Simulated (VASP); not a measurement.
Input of a VASP 6.6.1 run:

INCAR

```
PREC     = Accurate       # precision mode
ENCUT    = 520            # plane-wave cutoff, eV
EDIFF    = 1E-7           # SCF threshold, eV
ISMEAR   = 0              # smearing method
SIGMA    = 0.15           # smearing width, eV
LREAL    = F              # projectors in reciprocal space
LASPH    = T              # aspherical terms in the spheres
NELM     = 60             # most SCF steps
ALGO     = Fast           # electronic algorithm
ISIF     = 2              # what is computed and relaxed
LWAVE    = F              # write WAVECAR
LCHARG   = T              # write CHGCAR
GGA      = PS             # functional
LELF     = T              # ELF
LVHAR    = T            
NBANDS   = 14             # bands
```

The input KPOINTS:

```
regular mesh
0
Gamma
  20 20 20
```

Contents of POSCAR:

```
AlCu
1.0
    2.9560037103      0.0332550417      0.0000000000
    0.0332550417      2.9560037103      0.0000000000
    0.0000000000      0.0000000000      2.9560037103
Al Cu
1 1
Direct
    0.0000000000      0.0000000000      0.0000000000
    0.5000000000      0.5000000000      0.5000000000
```

Potentials or basis: VASP PAW PBE potentials, release 64 (Al, Cu).

The run is started by

```console
$ cat potpaw_PBE.64/Al/POTCAR potpaw_PBE.64/Cu/POTCAR > POTCAR
$ mpirun -np 1 vasp_std > vasp.out
```

Problem. Estimate the band gap on the k mesh.

Solution. Zero (band 7 reaches 13.34 eV, above the bottom of band 8 at 8.60 eV).

Problem. What does it give for the pressure?

Solution. 0.4 GPa.

Stress tensor (GPa, compression positive):
```
 0.45 -1.00  0.00
-1.00  0.45  0.00
 0.00  0.00  0.29
```

Caveat: the cell differs from its parent crystal (strain +0.0225 x Voigt [0, 0, 0, 0, 0, 1]); the PAW data sets were made with another functional, which shifts forces and pressure a little.
